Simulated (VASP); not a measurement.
# LiCl (Fm-3m) in VASP: notebook, part 2 of 2

VASP 6.6.1. Earlier steps stand in the parts before.

**3. Vibrations by perturbation theory, LDA**

This run uses another cell than the first one, of 9.69 Å³/atom, 0.710 times its volume.

INCAR reads:

```
PREC = Accurate
ENCUT = 520
EDIFF = 1E-8
ISMEAR = 0
SIGMA = 0.01
LREAL = False
LASPH = True
NELM = 80
ALGO = Normal
ISIF = 2
LWAVE = False
LCHARG = False
GGA = CA
IBRION = 8
NSW = 1
LEPSILON = True
```

KPOINTS reads:

```
regular mesh
0
Gamma
  10 10 10
```

POSCAR reads:

```
LiCl
1.0
    0.0000000000      2.1319680775      2.1319680775
    2.1319680775      0.0000000000      2.1319680775
    2.1319680775      2.1319680775      0.0000000000
Li Cl
1 1
Direct
    0.0000000000      0.0000000000      0.0000000000
    0.5000000000      0.5000000000      0.5000000000
```

Potentials or basis: VASP PAW LDA potentials, release 64 (Li_sv, Cl).

Launch:

```sh
$ cat potpaw_LDA.64/Li_sv/POTCAR potpaw_LDA.64/Cl/POTCAR > POTCAR
$ mpirun -np 1 vasp_std > vasp.out
```

OUTCAR:

```text
PREC = Accurate
   ENCUT = 520
   EDIFF = 1E-8
   ISMEAR = 0
   LREAL = False
   LASPH = True
   NELM = 80
   ISIF = 2
   GGA = CA
   IBRION = 8
   NSW = 1
   LEPSILON = True

 ion  position               nearest neighbor table
   1  0.000  0.000  0.000-   2 2.13   2 2.13   2 2.13   2 2.13   2 2.13   2 2.13
   2  0.500  0.500  0.500-   1 2.13   1 2.13   1 2.13   1 2.13   1 2.13   1 2.13

  LATTYP: Found a face centered cubic cell.
 ALAT       =     4.2639361550

  Lattice vectors:

 A1 = (   0.0000000000,   2.1319680775,   2.1319680775)
 A2 = (   2.1319680775,   0.0000000000,   2.1319680775)
 A3 = (   2.1319680775,   2.1319680775,   0.0000000000)

Analysis of symmetry for initial positions (statically):
=====================================================================
 Subroutine PRICEL returns:
 Original cell was already a primitive cell.

[... 590 lines left out ...]

 SECOND DERIVATIVES (NOT SYMMETRIZED)
 ------------------------------------
               1X          1Y          1Z          2X          2Y          2Z
  1X    -7.034734    0.000000    0.000000    7.034734    0.000000    0.000000
  1Y     0.000000   -7.034734    0.000000    0.000000    7.034734    0.000000
  1Z     0.000000    0.000000   -7.034734    0.000000    0.000000    7.034734
  2X     7.034379    0.000000    0.000000   -7.034379    0.000000    0.000000
  2Y     0.000000    7.034379    0.000000    0.000000   -7.034379    0.000000
  2Z     0.000000    0.000000    7.034379    0.000000    0.000000   -7.034379

 Eigenvectors and eigenvalues of the dynamical matrix
 ----------------------------------------------------

   1 f  =   17.139280 THz   107.689274 2PiTHz  571.704850 cm-1    70.882336 meV
             X         Y         Z           dx          dy          dz
      0.000000  0.000000  0.000000     0.000000   -0.000000   -0.913741
      2.131968  2.131968  2.131968     0.000000   -0.000000    0.406298
[... 21 lines left out ...]
   6 f/i=    0.000160 THz     0.001008 2PiTHz    0.005352 cm-1     0.000664 meV
             X         Y         Z           dx          dy          dz
      0.000000  0.000000  0.000000    -0.291752    0.208581   -0.190926
      2.131968  2.131968  2.131968    -0.656133    0.469088   -0.429381

--------------------------------------------------------------------------------------------------------

 MACROSCOPIC STATIC DIELECTRIC TENSOR IONIC CONTRIBUTION
 ------------------------------------------------------
           1.401505    -0.000000     0.000000
          -0.000000     1.401505    -0.000000
           0.000000    -0.000000     1.401505
 ------------------------------------------------------

 ELASTIC MODULI CONTR FROM IONIC RELAXATION (kBar)
 Direction    XX          YY          ZZ          XY          YZ          ZX
 --------------------------------------------------------------------------------
 XX           0.0000      0.0000      0.0000      0.0000      0.0000      0.0000
 YY           0.0000      0.0000      0.0000      0.0000      0.0000      0.0000
 ZZ           0.0000      0.0000      0.0000      0.0000      0.0000      0.0000
 XY           0.0000      0.0000      0.0000      0.0000      0.0000      0.0000
 YZ           0.0000      0.0000      0.0000      0.0000      0.0000      0.0000
 ZX           0.0000      0.0000      0.0000      0.0000      0.0000      0.0000
 --------------------------------------------------------------------------------

 PIEZOELECTRIC TENSOR IONIC CONTR  for field in x, y, z        (C/m^2)
          XX          YY          ZZ          XY          YZ          ZX
  --------------------------------------------------------------------------------
  x     0.00000     0.00000     0.00000     0.00000     0.00000     0.00000
  y     0.00000     0.00000     0.00000     0.00000     0.00000     0.00000
  z     0.00000     0.00000     0.00000     0.00000     0.00000     0.00000
```

OSZICAR:

```text
N       E                     dE             d eps       ncg     rms          rms(c)
DAV:   1     0.393163021774E+02    0.39316E+02   -0.49887E+03   846   0.107E+03
DAV:   2    -0.586527328324E+01   -0.45182E+02   -0.44098E+02  1183   0.174E+02
DAV:   3    -0.697864979518E+01   -0.11134E+01   -0.11122E+01  1019   0.317E+01
DAV:   4    -0.700581263020E+01   -0.27163E-01   -0.27139E-01  1346   0.433E+00
[... 235 lines left out ...]
RMM:  13    -0.173804691315E+00   -0.27193E-07    0.10041E-06  4429   0.416E-04    0.341E-06
RMM:  14    -0.173804680589E+00    0.10726E-07    0.10292E-06  4225   0.404E-04    0.236E-06
RMM:  15    -0.173804677687E+00    0.29019E-08    0.10130E-06  3817   0.399E-04    0.107E-06
RMM:  16    -0.173804672919E+00    0.47683E-08    0.10293E-06  3708   0.397E-04    0.241E-07
RMM:  17    -0.173804673920E+00   -0.10008E-08    0.10508E-06  3337   0.396E-04    0.705E-08
 Linear response finished
```

It took 2 min on 1 thread of Intel Xeon Platinum 8375C at 2.90GHz (Ice Lake), shared host; peak memory 0.17 GiB.

Results:

| Quantity | Value |
| --- | --- |
| Electronic dielectric tensor (diagonal) | 4.13 |
| Born charges (mean of the diagonal) | Li +1.03; Cl -1.03 e |
| Highest phonon frequency at Γ, LO-TO splitting left out | 572 cm⁻¹ |

Phonon frequencies in cm⁻¹ (negative: imaginary):
| q point | frequencies |
| --- | --- |
| (0.000, 0.000, 0.000) | 0 0 0 572 572 572 |

Electronic dielectric tensor:
```
4.13 0.00 0.00
0.00 4.13 0.00
0.00 0.00 4.13
```

Born effective charge tensors (e):
atom 1, Li
```
1.03 0.00 0.00
0.00 1.03 0.00
0.00 0.00 1.03
```
atom 2, Cl
```
-1.03  0.00  0.00
 0.00 -1.03  0.00
 0.00  0.00 -1.03
```

Caveat: the cell wasn't relaxed at this level first, which shifts response properties; the cutoff is under 1.25 times the usual one of these potentials, so pressure, stress and relaxed cells hold a basis-set (Pulay) error.

**4. Vibrations by perturbation theory, LDA**

This run uses another cell than the first one, of 11.20 Å³/atom, 0.821 times its volume.

INCAR reads:

```
SYSTEM = LiCl
PREC = Accurate ; ENCUT = 520
EDIFF = 1E-8 ; ISMEAR = 0
SIGMA = 0.01 ; LREAL = .FALSE.
LASPH = .TRUE. ; NELM = 80
ALGO = Normal ; ISIF = 2
LWAVE = .FALSE. ; LCHARG = .TRUE.
GGA = CA ; IBRION = 8
NSW = 1 ; LEPSILON = .TRUE.
```

KPOINTS reads:

```
Automatic mesh
0
G
  10 10 10
  0 0 0
```

POSCAR reads:

```
LiCl
1.0
    0.0000000000      2.2375438898      2.2375438898
    2.2375438898      0.0000000000      2.2375438898
    2.2375438898      2.2375438898      0.0000000000
Li Cl
1 1
Direct
    0.0000000000      0.0000000000      0.0000000000
    0.5000000000      0.5000000000      0.5000000000
```

Potentials or basis: VASP PAW LDA potentials, release 64 (Li_sv, Cl).

Launch:

```sh
$ cat potpaw_LDA.64/Li_sv/POTCAR potpaw_LDA.64/Cl/POTCAR > POTCAR
$ mpirun -np 1 vasp_std > vasp.out
```

OUTCAR:

```text
SYSTEM = LiCl
   PREC = Accurate
   ENCUT = 520
   EDIFF = 1E-8
   ISMEAR = 0
   LREAL = .FALSE.
   LASPH = .TRUE.
   NELM = 80
   ISIF = 2
   GGA = CA
   IBRION = 8
   NSW = 1
   LEPSILON = .TRUE.

 ion  position               nearest neighbor table
   1  0.000  0.000  0.000-   2 2.24   2 2.24   2 2.24   2 2.24   2 2.24   2 2.24
   2  0.500  0.500  0.500-   1 2.24   1 2.24   1 2.24   1 2.24   1 2.24   1 2.24

[... 618 lines left out ...]
      2.237544  2.237544  2.237544     0.000000   -0.406161    0.000000
[... 21 lines left out ...]
   6 f/i=    0.002151 THz     0.013512 2PiTHz    0.071735 cm-1     0.008894 meV
             X         Y         Z           dx          dy          dz
      0.000000  0.000000  0.000000     0.000000   -0.406161    0.000000
      2.237544  2.237544  2.237544     0.000000   -0.913801    0.000000

--------------------------------------------------------------------------------------------------------

 MACROSCOPIC STATIC DIELECTRIC TENSOR IONIC CONTRIBUTION
 ------------------------------------------------------
           2.147738    -0.000000     0.000000
          -0.000000     2.147738     0.000000
           0.000000     0.000000     2.147738
 ------------------------------------------------------

 ELASTIC MODULI CONTR FROM IONIC RELAXATION (kBar)
 Direction    XX          YY          ZZ          XY          YZ          ZX
 --------------------------------------------------------------------------------
 XX           0.0000      0.0000      0.0000      0.0000      0.0000      0.0000
 YY           0.0000      0.0000      0.0000      0.0000      0.0000      0.0000
 ZZ           0.0000      0.0000      0.0000      0.0000      0.0000      0.0000
 XY           0.0000      0.0000      0.0000      0.0000      0.0000      0.0000
 YZ           0.0000      0.0000      0.0000      0.0000      0.0000      0.0000
 ZX           0.0000      0.0000      0.0000      0.0000      0.0000      0.0000
 --------------------------------------------------------------------------------

 PIEZOELECTRIC TENSOR IONIC CONTR  for field in x, y, z        (C/m^2)
          XX          YY          ZZ          XY          YZ          ZX
  --------------------------------------------------------------------------------
  x     0.00000     0.00000     0.00000     0.00000     0.00000     0.00000
  y     0.00000     0.00000     0.00000     0.00000     0.00000     0.00000
  z     0.00000     0.00000     0.00000     0.00000     0.00000     0.00000
```

OSZICAR:

```text
N       E                     dE             d eps       ncg     rms          rms(c)
DAV:   1     0.367985806955E+02    0.36799E+02   -0.46095E+03   846   0.105E+03
DAV:   2    -0.647252556013E+01   -0.43271E+02   -0.42210E+02  1183   0.170E+02
DAV:   3    -0.765588904796E+01   -0.11834E+01   -0.11818E+01  1051   0.318E+01
DAV:   4    -0.768147945781E+01   -0.25590E-01   -0.25570E-01  1366   0.410E+00
[... 217 lines left out ...]
RMM:  14    -0.177297443903E+00    0.92149E-08   -0.93258E-07  3993   0.174E-04    0.189E-06
RMM:  15    -0.177297432849E+00    0.11054E-07   -0.10495E-06  3790   0.170E-04    0.342E-07
RMM:  16    -0.177297431813E+00    0.10360E-08   -0.10438E-06  3219   0.168E-04    0.341E-07
RMM:  17    -0.177297431057E+00    0.75589E-09   -0.10761E-06  3029   0.168E-04    0.235E-07
RMM:  18    -0.177297429811E+00    0.12461E-08   -0.10651E-06  2885   0.168E-04    0.195E-08
 Linear response finished
```

stdout:

```text
POSCAR found type information on POSCAR LiCl
 POSCAR found :  2 types and       2 ions
 scaLAPACK will be used
 LDA part: xc-table for (Slater(with rela. corr.)+CA(PZ))
 , standard interpolation
 POSCAR, INCAR and KPOINTS ok, starting setup
 FFT: planning ... GRIDC
 FFT: planning ... GRID_SOFT
 FFT: planning ... GRID
 WAVECAR not read
 entering main loop
[... 23 lines left out ...]
  Direction:   3
 dielectric tensor                  component  3 :     0.062     0.473     3.756
 Linear response DOF=           2
 Linear response progress:
 first order change of Fermi-energy   0.72058E-04
 force on displaced ion       1 direction 1 :  -4.404   0.000   0.000
 Born effective charge ion    1 direction 1 :   1.081   0.000   0.000
 Linear response progress:
 first order change of Fermi-energy   0.14715E-03
 force on displaced ion       2 direction 1 :  -4.400   0.000   0.000
 Born effective charge ion    2 direction 1 :  -1.082   0.000   0.000
 Born effective charges drift removed
 Linear response finished
```

Run time: 1.8 min. Hardware: 1 thread of Intel Xeon Platinum 8375C at 2.90GHz (Ice Lake), shared host; peak memory 0.17 GiB.

What came out:

```yaml
Electronic_dielectric_tensor_diagonal: 3.76
Born_charges_mean_of_the_diagonal: Li +1.08; Cl -1.08 e
Highest_phonon_frequency_at_Γ_LO-TO_splitting_left_out: 452 cm⁻¹
```

Phonon frequencies in cm⁻¹ (negative: imaginary):
```tsv
q point	frequencies
(0.000, 0.000, 0.000)	0 0 0 452 452 452
```

Electronic dielectric tensor:
```
3.76 0.00 0.00
0.00 3.76 0.00
0.00 0.00 3.76
```

Born effective charge tensors (e):
atom 1, Li
```
1.08 0.00 0.00
0.00 1.08 0.00
0.00 0.00 1.08
```
atom 2, Cl
```
-1.08  0.00  0.00
 0.00 -1.08  0.00
 0.00  0.00 -1.08
```

Caveat: the cell wasn't relaxed at this level first, which shifts response properties; the cutoff is under 1.25 times the usual one of these potentials, so pressure, stress and relaxed cells hold a basis-set (Pulay) error.
